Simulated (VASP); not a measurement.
AgCl: single point with PBE

Crystal: AgCl.

```
CELL_PARAMETERS angstrom
-0.09938 2.72927 2.72927
2.72927 -0.09938 2.72927
2.72927 2.72927 -0.09938
ATOMIC_POSITIONS crystal
Ag 0.00000 0.00000 0.00000
Cl 0.50000 0.50000 0.50000
```

This cell differs from its parent crystal: epitaxial 111 strain +2.0%.

* Program: VASP 6.6.1
* Task: single point
* Functional: PBE
* Potentials or basis: VASP PAW PBE potentials, release 64 (Ag, Cl)
* Cutoff: 520 eV
* k mesh: 8 × 8 × 8
* Occupations: fermi-dirac, width 0.02 eV
* Spin: no spin polarisation

- Pressure: 1.1 GPa
- Band gap on the k mesh: 0.87 eV (least direct gap 3.04 eV)

Stress tensor (GPa, compression positive):
```
1.14 0.19 0.19
0.19 1.14 0.19
0.19 0.19 1.14
```

Levels at points of the mesh, in eV from the valence-band top:
```tsv
k point	band 7	band 8	band 9	band 10	band 11	band 12
(0.00, 0.00, 0.00)	-2.40	-2.40	-2.18	0.87	10.61	10.61
(0.50, 0.00, 0.00)	-1.79	-0.09	-0.02	4.28	6.38	7.58
(0.50, 0.50, 0.00)	-1.98	-1.97	-1.90	2.36	8.01	8.53
(0.50, 0.50, 0.50)	-1.71	0.00	0.00	4.06	6.69	7.30
```

Run time: 18 s on 1 thread of Intel(R) Xeon(R) 6975P-C (Granite Rapids) (shared host), peak memory 0.19 GiB.

Caveat: the cell differs from its parent crystal (epitaxial 111 strain +2.0%). A k mesh can miss the band edges.
